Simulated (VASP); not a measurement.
A run of VASP 6.6.1 is set up as follows.

The input INCAR:

```
ALGO = Normal
EDIFF = 1E-6
ENCUT = 500
GGA = PE
GGA_COMPAT = F
ISIF = 2
ISMEAR = 0
LASPH = T
LCHARG = F
LREAL = F
LWAVE = F
NBANDS = 28
NELM = 120
PREC = Accurate
SIGMA = 0.1
```

File KPOINTS:

```
k-points
0
Gamma
  4 4 4
```

Contents of POSCAR:

```
TePb
1.0
    2.3660622098     -6.2428871142      0.0000000000
    2.3660622098      6.2428871142      0.0000000000
    0.0000000000      0.0000000000      4.7001506059
Te Pb
2 2
Direct
    0.8540000000      0.1460000000      0.7500000000
    0.1460000000      0.8540000000      0.2500000000
    0.5500000000      0.4500000000      0.7500000000
    0.4500000000      0.5500000000      0.2500000000
```

Potentials or basis: VASP PAW PBE potentials, release 64 (Te, Pb_d).

The run is started by

```sh
$ cat potpaw_PBE.64/Te/POTCAR potpaw_PBE.64/Pb_d/POTCAR > POTCAR
$ mpirun -np 1 vasp_std > vasp.out
```

Task: What does it give for the band gap on the k mesh?

Result: Zero (bands 20 and 21 overlap by 0.20 eV).

Task: Predict the pressure.

Result: 4.2 GPa.

Task: What does it give for the largest force?

Result: 3.457 eV/Å.

Stress tensor (GPa, compression positive):
```
-3.96  0.00  0.00
 0.00  2.62  0.00
 0.00  0.00 14.09
```

Caveat: the cell stands under pressure; semilocal functionals underestimate gaps, so a narrow gap can read as zero; spin-orbit coupling is left out, which moves the levels of the heavy elements; forces of over 1 eV/Å act on the atoms, so gaps and moduli don't describe the material at rest.
